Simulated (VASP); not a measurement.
# Cu (I4/mmm) in VASP: a series of runs

The runs below take Cu through single point, with PBE.

All numbers are computed with VASP 6.6.1; they aren't measurements. Logs are shortened: lines on timing, memory, paths and dates and some standing lists are left out, and cuts for length are marked.

### Step 1. The cell of the first run

Symmetry: I4/mmm, No. 139, tetragonal system. The conventional cell has a = 2.567 Å, b = 2.567 Å, c = 3.684 Å, α = 90.00°, β = 90.00°, γ = 90.00°. Cu (site symmetry 4/mmm) has 12 Cu at 2.57 to 2.59 Å within 3.4 Å.

### Step 2. Single point, PBE (strain +0.0150 x Voigt [0, 1, 0, 0, 0, 0])

File INCAR:

```
SYSTEM = Cu
PREC = Accurate
ENCUT = 520
EDIFF = 1E-7
ISMEAR = 0
SIGMA = 0.15
LREAL = .False.
LASPH = .True.
NELM = 60
ALGO = Fast
ISIF = 2
LWAVE = .False.
LCHARG = .True.
GGA = PE
LELF = .True.
LVHAR = .True.
NBANDS = 12
```

File KPOINTS:

```
regular mesh
0
Gamma
  28 28 28
  0 0 0
```

File POSCAR:

```
Cu
1.0
    0.0000000000      1.8420972397      1.8148741278
    1.8148741278      0.0000000000      1.8148741278
    1.8148741278      1.8420972397      0.0000000000
Cu
1
Direct
    0.0000000000      0.0000000000      0.0000000000
```

Potentials or basis: VASP PAW PBE potentials, release 64 (Cu).

Command:

```sh
> cat potpaw_PBE.64/Cu/POTCAR > POTCAR
> mpirun -np 1 vasp_std > vasp.out
```

OUTCAR:

```text
SYSTEM = Cu
   PREC = Accurate
   ENCUT = 520
   EDIFF = 1E-7
   ISMEAR = 0
   LREAL = .False.
   LASPH = .True.
   NELM = 60
   ISIF = 2
   GGA = PE

 ion  position               nearest neighbor table
   1  0.000  0.000  0.000-

  LATTYP: Found a body centered tetragonal cell.
 ALAT       =     2.5666196055
 C/A-ratio  =     1.4354267658

  Lattice vectors:

 A1 = (   0.0000000000,  -1.8420972397,   1.8148741278)
 A2 = (   0.0000000000,  -1.8420972397,  -1.8148741278)
 A3 = (   1.8148741278,   1.8420972397,   0.0000000000)

Analysis of symmetry for initial positions (statically):
=====================================================================
 Subroutine PRICEL returns:
 Original cell was already a primitive cell.

 Routine SETGRP: Setting up the symmetry group for a
 body centered tetragonal supercell.

 Subroutine GETGRP returns: Found 16 space group operations
 (whereof 16 operations were pure point group operations)
 out of a pool of 16 trial point group operations.

The static configuration has the point symmetry D_4h.

Analysis of symmetry for dynamics (positions and initial velocities):
=====================================================================
 Subroutine PRICEL returns:
 Original cell was already a primitive cell.

 Routine SETGRP: Setting up the symmetry group for a
 body centered tetragonal supercell.

 Subroutine GETGRP returns: Found 16 space group operations
 (whereof 16 operations were pure point group operations)
 out of a pool of 16 trial point group operations.

The dynamic configuration has the point symmetry D_4h.

 Subroutine INISYM returns: Found 16 space group operations
 (whereof 16 operations are pure point group operations),
 and found     1 'primitive' translations

----------------------------------------------------------------------------------------

                                     Primitive cell

  volume of cell :      12.1349

  direct lattice vectors                    reciprocal lattice vectors
     0.000000000  1.842097240  1.814874128    -0.275501200  0.271429754  0.275501200
     1.814874128  0.000000000  1.814874128     0.275501200 -0.271429754  0.275501200
     1.814874128  1.842097240  0.000000000     0.275501200  0.271429754 -0.275501200

  length of vectors
     2.585940900  2.566619606  2.585940900     0.474843062  0.474843062  0.474843062

  position of ions in fractional coordinates (direct lattice)
     0.000000000  0.000000000  0.000000000

  ion indices of the primitive-cell ions
[... 77 lines left out ...]
   NSW    =      0    number of steps for IOM
   IBRION =     -1    ionic relax: 0-MD 1-quasi-New 2-CG
   NFREE  =      0    steps in history (QN), initial steepest desc. (CG)
   ISIF   =      2    stress and relaxation
   ISYM   =      2    0-nonsym 1-usesym 2-fastsym
   POTIM  = 0.5000    time-step for ionic-motion
   TEBEG  =    0.0;   TEEND  =   0.0 temperature during run
   PSTRESS=    0.0 pullay stress
   NELECT =      11.0000    total number of electrons
   NUPDOWN=      -1.0000    fix difference up-down
   EMIN   =  10.00;   EMAX   =-10.00  energy-range for DOS
   EFERMI =   0.00;   METHOD = LEGACY
   ISMEAR =     0;   SIGMA  =   0.15  broadening in eV -4-tet -1-fermi 0-gaus
   EFERMI_NEDOS =   21; number of points for ismear=-14 and -15
   IALGO  =     68    algorithm
   IMIX   =      4    mixing-type and parameters
     AMIX     =   0.40;   BMIX     =  1.00
     AMIX_MAG =   1.60;   BMIX_MAG =  1.00
  volume/ion in A,a.u.               =      12.13        81.89
  Fermi-wavevector in a.u.,A,eV,Ry     =   1.584384  2.994052 34.154347  2.510274
  Thomas-Fermi vector in A             =   2.684010
   LORBIT       =      0    0 simple, 1 ext, 2 COOP (PROOUT), +10 PAW based schemes
   GGA     = PE    functional components
   LHFCALC =     F    Hartree Fock is set to
   AEXX    =    0.0000 exact exchange contribution
   IVDW    =     0    specifies the selected vdW correction
   LEPSILON=     F    determine dielectric tensor
   LRPA    =     F    only Hartree local field effects (RPA)
 non-spin polarized calculation
 RMM-DIIS sequential band-by-band and
 Gauss-broadening in eV      SIGMA  =   0.15
  energy-cutoff  :      520.00
  volume of cell :       12.13
 maximum number of plane-waves:       342
   NGX =  9   NGY =  9   NGZ =  9

 number of electron      10.9999993 magnetization

 Free energy of the ion-electron system (eV)
  ---------------------------------------------------
  ext. energy  EPLUGINS =         0.00000000
  ---------------------------------------------------
  free energy    TOTEN  =        -3.72897122 eV

  energy without entropy =       -3.72596844  energy(sigma->0) =       -3.72746983

 E-fermi :   7.2745     XC(G=0): -12.5694

 val. band max:        7.2697978217   @ k =   0.1071  -0.4286   0.0714
 cond. band min:       7.2763521350   @ k =   0.3929  -0.0714   0.3571
 fundamental gap:      0.0065543132
 Fermi energy:         7.2744800334

 k-point     1 :       0.0000    0.0000    0.0000
  band No.  band energies     occupation
      1      -1.8925      2.00000
      2       4.2616      2.00000
      3       4.3314      2.00000
      4       4.3314      2.00000
      5       5.0601      2.00000
      6       5.1299      2.00000
      7      29.6351      0.00000
      8      32.0389      0.00000
      9      32.0827      0.00000
     10      32.0827      0.00000
     11      34.5293      0.00000
     12      34.5344      0.00000
[... 331 lines left out ...]
 k-point    24 :       0.3214    0.0357   -0.0000
  band No.  band energies     occupation
      1       1.1294      2.00000
      2       4.1544      2.00000
      3       4.3846      2.00000
      4       4.4412      2.00000
      5       5.2990      2.00000
      6       5.3764      2.00000
      7      16.7466      0.00000
      8      28.0752      0.00000
      9      28.5594      0.00000
     10      30.6328      0.00000
     11      33.2952      0.00000
     12      34.8058      0.00000

 [... further k-points ...]
[... 5 lines left out ...]
  --------------------------------------------------------------------------------------
  -------------------------------------------------------------------------------------
  Total       -0.0973911     -0.1651495     -0.0973911     -0.0000000      0.0000000      0.0000000
  in kB      -12.8586128    -21.8048029    -12.8586128     -0.0000000      0.0000000      0.0000000
  external PRESSURE =     -15.8406762 kB  Pullay stress =       0.0000000 kB

 VOLUME and BASIS-vectors are now :
 -----------------------------------------------------------------------------
  energy-cutoff  :      520.00
  volume of cell :       12.13
      direct lattice vectors                 reciprocal lattice vectors
     0.000000000  1.842097240  1.814874128    -0.275501200  0.271429754  0.275501200
     1.814874128  0.000000000  1.814874128     0.275501200 -0.271429754  0.275501200
     1.814874128  1.842097240  0.000000000     0.275501200  0.271429754 -0.275501200

 POSITION                                       TOTAL-FORCE (eV/Angst)
 -----------------------------------------------------------------------------------
      0.00000      0.00000      0.00000         0.000000      0.000000     -0.000000
 -----------------------------------------------------------------------------------
    total drift:                                0.000000      0.000000      0.000000

  FREE ENERGIE OF THE ION-ELECTRON SYSTEM (eV)
  ---------------------------------------------------
  free  energy   TOTEN  =        -3.7289712213 eV

  energy  without entropy=       -3.7259684352  energy(sigma->0) =       -3.72746983
```

OSZICAR:

```text
N       E                     dE             d eps       ncg     rms          rms(c)
DAV:   1     0.429367899066E+02    0.42937E+02   -0.54157E+03 43532   0.152E+03
DAV:   2    -0.326101353586E+01   -0.46198E+02   -0.42551E+02 40440   0.203E+02
DAV:   3    -0.461167083426E+01   -0.13507E+01   -0.13414E+01 46120   0.401E+01
DAV:   4    -0.462034044637E+01   -0.86696E-02   -0.86684E-02 44376   0.283E+00
DAV:   5    -0.462042231205E+01   -0.81866E-04   -0.81866E-04 46748   0.281E-01    0.764E+00
RMM:   6    -0.409944446228E+01    0.52098E+00   -0.32712E+00 49158   0.336E+01    0.452E+00
RMM:   7    -0.374122995237E+01    0.35821E+00   -0.50213E-01 48850   0.128E+01    0.959E-01
RMM:   8    -0.373006161032E+01    0.11168E-01   -0.11084E-02 50389   0.116E+00    0.254E-01
RMM:   9    -0.372891936705E+01    0.11422E-02   -0.25233E-03 51668   0.915E-01    0.287E-02
RMM:  10    -0.372896134017E+01   -0.41973E-04   -0.44328E-04 52516   0.280E-01    0.136E-02
RMM:  11    -0.372897052184E+01   -0.91817E-05   -0.67012E-05 55499   0.908E-02    0.111E-02
RMM:  12    -0.372897139718E+01   -0.87534E-06   -0.96778E-06 54608   0.382E-02    0.381E-03
RMM:  13    -0.372897146147E+01   -0.64292E-07   -0.20704E-06 49755   0.145E-02    0.162E-03
RMM:  14    -0.372897130209E+01    0.15938E-06   -0.34824E-07 39766   0.627E-03    0.106E-03
RMM:  15    -0.372897122130E+01    0.80789E-07   -0.74085E-08 31567   0.438E-03
   1 F= -.37289712E+01 E0= -.37274698E+01  d E =-.300279E-02
```

Run time: 6.8 min. Hardware: 1 thread of Intel Xeon 8259CL, shared host; peak memory 0.34 GiB.

Results:

| Quantity | Value |
| --- | --- |
| Free energy | -3.7290 eV |
| Pressure | -1.6 GPa |
| Band gap on the k mesh | zero (an odd number of electrons rules out a gap without spin polarisation) |

Caveat: the cell differs from its parent crystal (strain +0.0150 x Voigt [0, 1, 0, 0, 0, 0]).

[end of part 1 of 2]
